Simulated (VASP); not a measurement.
Here is a VASP 6.6.1 calculation.

File POSCAR:

```
KBr
1.0
    0.0000000000      3.3022478201      3.3022478201
    3.3022478201      0.0000000000      3.3022478201
    3.3022478201      3.3022478201      0.0000000000
K Br
1 1
Direct
    0.0000000000      0.0000000000      0.0000000000
    0.5000000000      0.5000000000      0.5000000000
```

The input INCAR.step1:

```
  ALGO = Normal
  EDIFF = 1E-5
  ENCUT = 520
  GGA = PE
  ISIF = 2
  ISMEAR = 0
  LASPH = True
  LCHARG = False
  LREAL = False
  LWAVE = True
  NBANDS = 15
  NELM = 60
  PREC = Accurate
  SIGMA = 0.001
```

INCAR.step2

```
  ALGO = Normal
  EDIFF = 1E-7
  ENCUT = 520
  GGA = PE
  HFSCREEN = 0.2079
  ISIF = 2
  ISMEAR = 0
  ISTART = 1
  LASPH = True
  LCHARG = False
  LHFCALC = True
  LREAL = False
  LWAVE = False
  NBANDS = 15
  NELM = 60
  PREC = Accurate
  PRECFOCK = Normal
  SIGMA = 0.001
```

Contents of KPOINTS:

```
k-points
0
Gamma
  4 4 4
```

Potentials or basis: VASP PAW PBE potentials, release 64 (K_sv, Br).

Command:

```console
$ cat potpaw_PBE.64/K_sv/POTCAR potpaw_PBE.64/Br/POTCAR > POTCAR
$ cp INCAR.step1 INCAR
$ mpirun -np 1 vasp_std > vasp.out
$ cp INCAR.step2 INCAR
$ mpirun -np 1 vasp_std > vasp.out
```

Question: Estimate the pressure.

Answer: 0.5 GPa.

Question: What does it give for the band gap on the k mesh?

Answer: 5.59 eV, direct.

Caveat: the PAW data sets were made with another functional, which shifts forces and pressure a little.
